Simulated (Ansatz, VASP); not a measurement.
Si: VASP beside Ansatz

Contents of INCAR:

```
SYSTEM = Si
  PREC = Accurate
  ENCUT = 520
  EDIFF = 1E-7
  ISMEAR = -1
  SIGMA = 0.08
  LREAL = .False.
  LASPH = .True.
  NELM = 60
  ALGO = Normal
  ISIF = 2
  LWAVE = .False.
  LCHARG = .True.
  GGA = PE
  LELF = .True.
  LVHAR = .True.
  NBANDS = 11
```

KPOINTS

```
Automatic mesh
0
Gamma
  11 11 11
  0 0 0
```

The input POSCAR:

```
Si
1.0
    0.0000000000      2.7154700000      2.7154700000
    2.7154700000      0.0000000000      2.7154700000
    2.7154700000      2.7154700000      0.0000000000
Si
2
Direct
    0.5000000000      0.5000000000      0.5000000000
    0.7500000000      0.7500000000      0.7500000000
```

Input for Ansatz:

```yaml
crystal:
  lattice:
    - [0.0, 2.71547, 2.71547]
    - [2.71547, 0.0, 2.71547]
    - [2.71547, 2.71547, 0.0]
  atoms:
    - { symbol: Si, position: [0.5, 0.5, 0.5] }
    - { symbol: Si, position: [0.75, 0.75, 0.75] }
kpoints:
  mp_grid: { grid: [11, 11, 11] }
  band_path:
    path:
      - [0.0, 0.0, 0.0]
      - [0.5, 0.0, 0.5]
      - [0.625, 0.25, 0.625]
      - [0.375, 0.375, 0.75]
      - [0.0, 0.0, 0.0]
      - [0.5, 0.5, 0.5]
      - [0.5, 0.25, 0.75]
      - [0.5, 0.0, 0.5]
    npoints: 5
scf:
  occupations: { method: fermi_dirac, width: 0.08 }
hamiltonian:
  xc: pbe
  pseudopotentials:
    kind: all_electron
    lapw: { basis_error: 0.00025 }
    relativity: none
output:
  forces: true
  stress: true
  eigenvalues: true
```

Alike in both runs: task single point; functional PBE; k mesh 11 × 11 × 11; occupations fermi-dirac, width 0.08 eV; no spin polarisation.

|  | VASP | Ansatz |
| --- | --- | --- |
| version | VASP 6.6.1 | Ansatz 0.2.0 |
| potentials or method | VASP PAW PBE potentials, release 64 (Si), cutoff 520 eV | all-electron LAPW, non-relativistic |

```tsv
	VASP	Ansatz	Ansatz less VASP
pressure (GPa)	1.9	2.0	+0.09
```

Ansatz ran all-electron here, and VASP with PAW potentials.
